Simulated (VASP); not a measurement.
Wanted: the native input for a VASP 6.6.1 run.

```yaml
Task: single point
Functional: PBE
Potentials_or_basis: VASP PAW PBE potentials, release 64 (Ba_sv, Cd, Se)
Cutoff: 520 eV
k_mesh: 3 × 3 × 1
Occupations: gaussian, width 0.15 eV
Spin: no spin polarisation
Dipole_correction: no
Further_INCAR_settings: ALGO = Normal; EDIFF = 1e-06; NBANDS = 45
```

The structure of BaCd3Se4 lies in POSCAR:

```
BaCd3Se4
1.0
    4.5984410157      0.0000000000      0.0000000000
   -2.2992205078      3.9823667374      0.0000000000
    0.0000000000      0.0000000000     12.3153891223
Ba Cd Se
1 3 4
Direct
    0.6666666667      0.3333333333      0.0000000000
    0.6666666667      0.3333333333      0.5000000000
    0.3333333333      0.6666666667      0.2765420950
    0.3333333333      0.6666666667      0.7234579050
    0.0000000000      0.0000000000      0.1483629190
    0.0000000000      0.0000000000      0.6096452540
    0.0000000000      0.0000000000      0.3903547460
    0.0000000000      0.0000000000      0.8516370810
```

One way to write it, as run:

INCAR

```
PREC = Accurate
ENCUT = 520
EDIFF = 1E-6
ISMEAR = 0
SIGMA = 0.15
LREAL = False
LASPH = True
NELM = 80
ALGO = Normal
ISIF = 2
LWAVE = False
LCHARG = False
GGA = PE
NBANDS = 45
```

KPOINTS

```
regular mesh
0
Gamma
  3 3 1
```

Potentials or basis: VASP PAW PBE potentials, release 64 (Ba_sv, Cd, Se).

Run with:

```sh
$ cat potpaw_PBE.64/Ba_sv/POTCAR potpaw_PBE.64/Cd/POTCAR potpaw_PBE.64/Se/POTCAR > POTCAR
$ mpirun -np 1 vasp_std > vasp.out
```

It gave:

| Quantity | Value |
| --- | --- |
| Pressure | 0.4 GPa |
| Largest force | 0.068 eV/Å |
| Band gap on the k mesh | zero (band 35 reaches 3.78 eV, above the bottom of band 36 at 2.28 eV) |

Caveat: the k points lie up to 0.53 Å⁻¹ apart; spin-orbit coupling is left out, which moves the levels of the heavy elements.

It took 68 s on 1 thread of AMD EPYC 7R43 64-Core Processor (Zen 3) (shared host), peak memory 0.3 GiB.
